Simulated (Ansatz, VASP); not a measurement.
**FeSi in VASP and in Ansatz**

```xyz
8
Lattice="4.4031 0.0000 0.0000 0.0000 4.4031 0.0000 0.0000 0.0000 4.4031" Properties=species:S:1:pos:R:3 pbc="T T T"
Fe    3.8013    2.8032    1.5998
Fe    2.8032    1.5998    3.8013
Fe    1.5998    3.8013    2.8032
Fe    0.6017    0.6017    0.6017
Si    0.6995    1.5020    2.9010
Si    1.5020    2.9010    0.6995
Si    2.9010    0.6995    1.5020
Si    3.7035    3.7035    3.7035
```

Alike in both runs: task single point; functional PBE; k mesh 6 × 6 × 6; no spin polarisation.

|  | VASP | Ansatz |
| --- | --- | --- |
| version | VASP 6.6.1 | Ansatz 0.2.0 |
| potentials or method | VASP PAW PBE potentials, release 64 (Fe, Si) | plane waves, PAW |
| plane-wave cutoff (eV) | 600 | 420 |
| occupations | gaussian, width 0.01 eV | fixed |
| valence electrons in the cell | 48 | 80 |

|  | VASP | Ansatz | Ansatz less VASP |
| --- | --- | --- | --- |
| gap on the k mesh at the Fermi level (eV) | 0.18 | 0.18 | +0.006 |
| pressure (GPa) | 7.5 | 7.3 | -0.19 |
| rms of the force components (eV/Å) | 0.043 | 0.028 | -0.0151 |

Atom by atom the forces differ by 0.015 eV/Å (rms over components). VASP's potentials hold 48 valence electrons a cell and Ansatz's 80, so a difference there can come from the potentials and not from the codes.
